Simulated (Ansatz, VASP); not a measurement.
## One calculation of As, two programs

File INCAR:

```
SYSTEM = As
  PREC = Accurate
  ENCUT = 600
  EDIFF = 1E-6
  ISMEAR = -1
  SIGMA = 0.08
  LREAL = .FALSE.
  LASPH = .TRUE.
  NELM = 80
  ALGO = Normal
  ISIF = 3
  LWAVE = .FALSE.
  LCHARG = .FALSE.
  GGA = PS
  IBRION = 2
  NSW = 60
  EDIFFG = -0.005
```

File KPOINTS:

```
regular mesh
0
G
  14 14 8
  0 0 0
```

The input POSCAR:

```
As
1.0
    3.0031658500      0.0000000000      0.0000000000
   -1.5015829250      2.6008179178      0.0000000000
    0.0000000000      0.0000000000      4.8651286769
As
2
Direct
    0.3333333333      0.6666666667      0.2500000000
    0.6666666667      0.3333333333      0.7500000000
```

Input for Ansatz:

```yaml
crystal:
  lattice:
    - [3.00316585, 0.0, 0.0]
    - [-1.501582925, 2.6008179178, 0.0]
    - [0.0, 0.0, 4.8651286769]
  atoms:
    - { symbol: As, position: [0.3333333333, 0.6666666667, 0.25] }
    - { symbol: As, position: [0.6666666667, 0.3333333333, 0.75] }
kpoints:
  mp_grid: { grid: [14, 14, 8] }
scf:
  occupations: { method: fermi_dirac, width: 0.08 }
hamiltonian:
  xc: pbesol
  pseudopotentials: { kind: paw }
output:
  forces: true
  stress: true
relax:
  f_tol: 0.005
  max_steps: 40
  cell: {}
```

Alike in both runs: task relaxation of cell and atoms; functional PBEsol; k mesh 14 × 14 × 8; occupations fermi-dirac, width 0.08 eV; no spin polarisation.

|  | VASP | Ansatz |
| --- | --- | --- |
| version | VASP 6.6.1 | Ansatz 0.2.0 |
| potentials or method | VASP PAW PBE potentials, release 64 (As) | PAW with Ansatz's default frozen-core files, scalar-relativistic |
| plane-wave cutoff (eV) | 600 | 420 |
| valence electrons in the cell | 10 | 30 |

VASP gave:

```
relaxed volume (Å³/atom)                                     : 18.44
relaxed cell length with the largest relative difference (Å) : 2.950
```

Question: Which values does Ansatz return?

Answer: Relaxed volume (Å³/atom): 18.40; relaxed cell length with the largest relative difference (Å): 2.948.

VASP's potentials were made for PBE, not for PBEsol. VASP's potentials hold 10 valence electrons a cell and Ansatz's 30, so a difference there can come from the potentials and not from the codes.
